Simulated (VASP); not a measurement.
# ZrCdF4 (F-43m) in VASP: single point with PBE

Aim: the single point of ZrCdF4 with PBE.

Everything below comes from runs of VASP 6.6.1. Logs are shortened: lines on timing, memory, paths and dates and some standing lists are left out, and cuts for length are marked.

### 1 The cell of the first run

The structure is cubic, space group F-43m (No. 216). The conventional cell has a = 6.873 Å, b = 6.873 Å, c = 6.873 Å, α = 90.00°, β = 90.00°, γ = 90.00°. Within 3.8 Å of Zr (site symmetry -43m) lie 12 F at 2.85 Å and 4 Cd at 2.98 Å. Within 3.8 Å of Cd (site symmetry -43m) lie 12 F at 2.85 Å and 4 Zr at 2.98 Å. F (site symmetry 3m) has 6 F at 2.43 Å and 3 Cd at 2.85 Å and 3 Zr at 2.85 Å within 3.2 Å.

The cell was generated, and may not be a known phase.

### 2 Single point, PBE

The input, INCAR:

```
  ALGO = Normal
  EDIFF = 1E-6
  ENCUT = 520
  GGA = PE
  ISIF = 2
  ISMEAR = 0
  LASPH = T
  LCHARG = F
  LREAL = F
  LWAVE = F
  NBANDS = 35
  NELM = 80
  PREC = Accurate
  SIGMA = 0.1
```

The input, KPOINTS:

```
k-points
0
Gamma
  4 4 4
```

The input, POSCAR:

```
ZrCdF4
1.0
    0.0000000000      3.4366538700      3.4366538700
    3.4366538700      0.0000000000      3.4366538700
    3.4366538700      3.4366538700      0.0000000000
Zr Cd F
1 1 4
Direct
    0.0000000000      0.0000000000      0.0000000000
    0.2500000000      0.2500000000      0.2500000000
    0.1256210200      0.6247929900      0.6247929900
    0.6247929900      0.6247929900      0.1256210200
    0.6247929900      0.1256210200      0.6247929900
    0.6247929900      0.6247929900      0.6247929900
```

Potentials or basis: VASP PAW PBE potentials, release 64 (Zr_sv, Cd, F).

Command:

```bash
$ cat potpaw_PBE.64/Zr_sv/POTCAR potpaw_PBE.64/Cd/POTCAR potpaw_PBE.64/F/POTCAR > POTCAR
$ mpirun -np 1 vasp_std > vasp.out
```

OUTCAR:

```text
EDIFF = 1E-6
   ENCUT = 520
   GGA = PE
   ISIF = 2
   ISMEAR = 0
   LASPH = T
   LREAL = F
   NELM = 80
   PREC = Accurate

 ion  position               nearest neighbor table
   1  0.000  0.000  0.000-   4 2.85   5 2.85   3 2.85   4 2.85   3 2.85   5 2.85   6 2.85   6 2.85
                             6 2.85   3 2.85   4 2.85   5 2.85   2 2.98   2 2.98   2 2.98   2 2.98
   2  0.250  0.250  0.250-   1 2.98   1 2.98   1 2.98   1 2.98
   3  0.126  0.625  0.625-   1 2.85   1 2.85   1 2.85
   4  0.625  0.625  0.126-   1 2.85   1 2.85   1 2.85
   5  0.625  0.126  0.625-   1 2.85   1 2.85   1 2.85
   6  0.625  0.625  0.625-   1 2.85   1 2.85   1 2.85

  LATTYP: Found a face centered cubic cell.
 ALAT       =     6.8733077400

  Lattice vectors:

 A1 = (   0.0000000000,   3.4366538700,   3.4366538700)
 A2 = (   3.4366538700,   0.0000000000,   3.4366538700)
 A3 = (   3.4366538700,   3.4366538700,   0.0000000000)

Analysis of symmetry for initial positions (statically):
=====================================================================
 Subroutine PRICEL returns:
 Original cell was already a primitive cell.

 Routine SETGRP: Setting up the symmetry group for a
 face centered cubic supercell.

 Subroutine GETGRP returns: Found 24 space group operations
 (whereof 24 operations were pure point group operations)
 out of a pool of 48 trial point group operations.

The static configuration has the point symmetry T_d .

Analysis of symmetry for dynamics (positions and initial velocities):
=====================================================================
 Subroutine PRICEL returns:
 Original cell was already a primitive cell.

 Routine SETGRP: Setting up the symmetry group for a
 face centered cubic supercell.

 Subroutine GETGRP returns: Found 24 space group operations
 (whereof 24 operations were pure point group operations)
 out of a pool of 48 trial point group operations.

The dynamic configuration has the point symmetry T_d .

 Subroutine INISYM returns: Found 24 space group operations
 (whereof 24 operations are pure point group operations),
 and found     1 'primitive' translations

----------------------------------------------------------------------------------------

                                     Primitive cell

  volume of cell :      81.1778

  direct lattice vectors                    reciprocal lattice vectors
     0.000000000  3.436653870  3.436653870    -0.145490357  0.145490357  0.145490357
     3.436653870  0.000000000  3.436653870     0.145490357 -0.145490357  0.145490357
     3.436653870  3.436653870  0.000000000     0.145490357  0.145490357 -0.145490357

  length of vectors
     4.860162512  4.860162512  4.860162512     0.251996691  0.251996691  0.251996691

  position of ions in fractional coordinates (direct lattice)
     0.000000000  0.000000000  0.000000000
     0.250000000  0.250000000  0.250000000
     0.125621020  0.624792990  0.624792990
     0.624792990  0.624792990  0.125621020
     0.624792990  0.125621020  0.624792990
     0.624792990  0.624792990  0.624792990

  ion indices of the primitive-cell ions
   primitive index   ion index
                 1           1
                 2           2
                 3           3
                 4           4
                 5           5
                 6           6

----------------------------------------------------------------------------------------

 KPOINTS: k-points

Automatic generation of k-mesh.
 Grid dimensions read from file:
 generate k-points for:    4    4    4

 Generating k-lattice:

  Cartesian coordinates                     Fractional coordinates (reciprocal lattice)
    -0.036372589  0.036372589  0.036372589     0.250000000  0.000000000  0.000000000
     0.036372589 -0.036372589  0.036372589     0.000000000  0.250000000  0.000000000
     0.036372589  0.036372589 -0.036372589     0.000000000  0.000000000  0.250000000

  Length of vectors
     0.062999173  0.062999173  0.062999173

  Shift w.r.t. Gamma in fractional coordinates (k-lattice)
     0.000000000  0.000000000  0.000000000

 Subroutine IBZKPT returns following result:
 ===========================================

 Found      8 irreducible k-points:

 Following reciprocal coordinates:
            Coordinates               Weight
  0.000000  0.000000  0.000000      1.000000
  0.250000  0.000000  0.000000      8.000000
  0.500000  0.000000  0.000000      4.000000
  0.250000  0.250000  0.000000      6.000000
  0.500000  0.250000  0.000000     24.000000
 -0.250000  0.250000  0.000000     12.000000
  0.500000  0.500000  0.000000      3.000000
 -0.250000  0.500000  0.250000      6.000000
   k-points           NKPTS =      8   k-points in BZ     NKDIM =      8   number of bands    NBANDS=     35
   number of dos      NEDOS =    301   number of ions     NIONS =      6
   total plane-waves  NPLWV =  46656
   dimension x,y,z NGX =    36 NGY =   36 NGZ =   36
   dimension x,y,z NGXF=    72 NGYF=   72 NGZF=   72
   ions per type =               1   1   4
   NGX,Y,Z   is equivalent  to a cutoff of  12.31, 12.31, 12.31 a.u.
   NGXF,Y,Z  is equivalent  to a cutoff of  24.63, 24.63, 24.63 a.u.
 SYSTEM =  unknown system
   PREC   = accura    normal or accurate (medium, high low for compatibility)
   ISTART =      0    job   : 0-new  1-cont  2-samecut
   ICHARG =      2    charge: 1-file 2-atom 10-const
   ISPIN  =      1    spin polarized calculation?
   LNONCOLLINEAR =      F non collinear calculations
   LSORBIT =      F    spin-orbit coupling
   LASPH  =      T    aspherical Exc in radial PAW
   ENCUT  =  520.0 eV  38.22 Ry    6.18 a.u.   9.04  9.04  9.04*2*pi/ulx,y,z
   NELM   =     80;   NELMIN=  2; NELMDL= -5     # of ELM steps
   EDIFF  = 0.1E-05   stopping-criterion for ELM
   LREAL  =      F    real-space projection
   EDIFFG = 0.1E-04   stopping-criterion for IOM
   NSW    =      0    number of steps for IOM
   IBRION =     -1    ionic relax: 0-MD 1-quasi-New 2-CG
   NFREE  =      0    steps in history (QN), initial steepest desc. (CG)
   ISIF   =      2    stress and relaxation
   ISYM   =      2    0-nonsym 1-usesym 2-fastsym
   POTIM  = 0.5000    time-step for ionic-motion
   TEBEG  =    0.0;   TEEND  =   0.0 temperature during run
   PSTRESS=    0.0 pullay stress
   NELECT =      52.0000    total number of electrons
   NUPDOWN=      -1.0000    fix difference up-down
   EMIN   =  10.00;   EMAX   =-10.00  energy-range for DOS
   EFERMI =   0.00;   METHOD = LEGACY
   ISMEAR =     0;   SIGMA  =   0.10  broadening in eV -4-tet -1-fermi 0-gaus
   EFERMI_NEDOS =   21; number of points for ismear=-14 and -15
   IALGO  =     38    algorithm
   IMIX   =      4    mixing-type and parameters
     AMIX     =   0.40;   BMIX     =  1.00
     AMIX_MAG =   1.60;   BMIX_MAG =  1.00
  volume/ion in A,a.u.               =      13.53        91.30
  Fermi-wavevector in a.u.,A,eV,Ry     =   1.411227  2.666832 27.096834  1.991561
  Thomas-Fermi vector in A             =   2.533100
   LORBIT       =      0    0 simple, 1 ext, 2 COOP (PROOUT), +10 PAW based schemes
   GGA     = PE    functional components
   LHFCALC =     F    Hartree Fock is set to
   AEXX    =    0.0000 exact exchange contribution
   IVDW    =     0    specifies the selected vdW correction
   LEPSILON=     F    determine dielectric tensor
   LRPA    =     F    only Hartree local field effects (RPA)
 non-spin polarized calculation
 Gauss-broadening in eV      SIGMA  =   0.10
  energy-cutoff  :      520.00
  volume of cell :       81.18
 maximum number of plane-waves:      2208
   NGX = 19   NGY = 19   NGZ = 19

 number of electron      52.0000009 magnetization

 Free energy of the ion-electron system (eV)
  ---------------------------------------------------
  ext. energy  EPLUGINS =         0.00000000
  ---------------------------------------------------
  free energy    TOTEN  =       -23.83096622 eV

  energy without entropy =      -23.83096271  energy(sigma->0) =      -23.83096446

 E-fermi :   3.1226     XC(G=0): -10.8043

 val. band max:        2.8516972842   @ k =   0.5000   0.5000   0.0000
 cond. band min:       3.4053705418   @ k =  -0.2500   0.5000   0.2500
 fundamental gap:      0.5536732576
 Fermi energy:         3.1226025220

 k-point     1 :       0.0000    0.0000    0.0000
  band No.  band energies     occupation
      1     -48.3628      2.00000
      2     -26.1759      2.00000
      3     -26.1759      2.00000
      4     -26.1759      2.00000
      5     -18.8593      2.00000
      6     -17.5842      2.00000
[... 27 lines left out ...]
     34      10.1336      0.00000
     35      12.2047      0.00000

 k-point     2 :       0.2500    0.0000    0.0000
  band No.  band energies     occupation
      1     -48.3627      2.00000
      2     -26.1835      2.00000
      3     -26.1764      2.00000
      4     -26.1764      2.00000
      5     -18.7205      2.00000
      6     -17.7333      2.00000
[... 27 lines left out ...]
     34      10.2317      0.00000
     35      12.9678      0.00000

 k-point     3 :       0.5000    0.0000    0.0000
  band No.  band energies     occupation
      1     -48.3625      2.00000
      2     -26.1909      2.00000
      3     -26.1769      2.00000
      4     -26.1769      2.00000
      5     -18.5205      2.00000
      6     -17.9438      2.00000
[... 27 lines left out ...]
     34      10.3740      0.00000
     35      12.2227      0.00000

 k-point     4 :       0.2500    0.2500    0.0000
  band No.  band energies     occupation
      1     -48.3626      2.00000
      2     -26.1828      2.00000
      3     -26.1781      2.00000
      4     -26.1781      2.00000
      5     -18.6718      2.00000
      6     -17.7927      2.00000
[... 27 lines left out ...]
     34       9.9601      0.00000
     35      14.0802      0.00000

 k-point     5 :       0.5000    0.2500    0.0000
  band No.  band energies     occupation
      1     -48.3625      2.00000
      2     -26.1880      2.00000
      3     -26.1807      2.00000
      4     -26.1786      2.00000
      5     -18.4448      2.00000
      6     -18.0241      2.00000
[... 27 lines left out ...]
     34       9.9404      0.00000
     35      13.3345      0.00000

 k-point     6 :      -0.2500    0.2500    0.0000
  band No.  band energies     occupation
      1     -48.3625      2.00000
      2     -26.1865      2.00000
      3     -26.1812      2.00000
      4     -26.1769      2.00000
      5     -18.5343      2.00000
      6     -17.9273      2.00000
[... 27 lines left out ...]
     34      10.1823      0.00000
     35      13.2668      0.00000

 k-point     7 :       0.5000    0.5000    0.0000
  band No.  band energies     occupation
      1     -48.3624      2.00000
      2     -26.1894      2.00000
      3     -26.1802      2.00000
      4     -26.1802      2.00000
      5     -18.2479      2.00000
      6     -18.2359      2.00000
[... 27 lines left out ...]
     34       9.5103      0.00000
     35      14.0175      0.00000

 k-point     8 :      -0.2500    0.5000    0.2500
  band No.  band energies     occupation
      1     -48.3624      2.00000
      2     -26.1864      2.00000
      3     -26.1832      2.00000
      4     -26.1804      2.00000
      5     -18.2361      2.00000
      6     -18.2339      2.00000
[... 27 lines left out ...]
     34       9.2803      0.00000
     35      13.2842      0.00000

------------------------ aborting loop because EDIFF is reached ----------------------------------------

  FORCE on cell =-STRESS in cart. coord.  units (eV):
  Direction    XX          YY          ZZ          XY          YZ          ZX
  --------------------------------------------------------------------------------------
  -------------------------------------------------------------------------------------
  Total       -4.3291682     -4.3291682     -4.3291682      0.0000000     -0.0000000      0.0000000
  in kB      -85.4432326    -85.4432326    -85.4432326      0.0000000     -0.0000000      0.0000000
  external PRESSURE =     -85.4432326 kB  Pullay stress =       0.0000000 kB

 VOLUME and BASIS-vectors are now :
 -----------------------------------------------------------------------------
  energy-cutoff  :      520.00
  volume of cell :       81.18
      direct lattice vectors                 reciprocal lattice vectors
     0.000000000  3.436653870  3.436653870    -0.145490357  0.145490357  0.145490357
     3.436653870  0.000000000  3.436653870     0.145490357 -0.145490357  0.145490357
     3.436653870  3.436653870  0.000000000     0.145490357  0.145490357 -0.145490357

 POSITION                                       TOTAL-FORCE (eV/Angst)
 -----------------------------------------------------------------------------------
      0.00000      0.00000      0.00000        -0.000000     -0.000000     -0.000000
      1.71833      1.71833      1.71833        -0.000000     -0.000000     -0.000000
      4.29439      2.57891      2.57891         0.123103     -0.123103     -0.123103
      2.57891      2.57891      4.29439        -0.123103     -0.123103      0.123103
      2.57891      4.29439      2.57891        -0.123103      0.123103     -0.123103
      4.29439      4.29439      4.29439         0.123103      0.123103      0.123103
 -----------------------------------------------------------------------------------
    total drift:                                0.000124      0.000124      0.000124

  FREE ENERGIE OF THE ION-ELECTRON SYSTEM (eV)
  ---------------------------------------------------
  free  energy   TOTEN  =       -23.8309662156 eV

  energy  without entropy=      -23.8309627076  energy(sigma->0) =      -23.83096446
```

Wall time 13 s (1 thread of Intel Xeon 6975P-C (Granite Rapids), shared host); peak memory 0.21 GiB.

Results:

```
Free energy            : -23.8310 eV
Pressure               : -8.5 GPa
Largest force          : 0.213 eV/Å
Band gap on the k mesh : 0.55 eV (least direct gap 0.73 eV)
```

Forces in eV/Å, atoms in the order of the input:
```
Zr   0.000  0.000  0.000
Cd   0.000  0.000  0.000
F    0.123 -0.123 -0.123
F   -0.123 -0.123  0.123
F   -0.123  0.123 -0.123
F    0.123  0.123  0.123
```

Caveat: the cell stands under tension; semilocal functionals underestimate gaps, and a narrow one can read as zero.
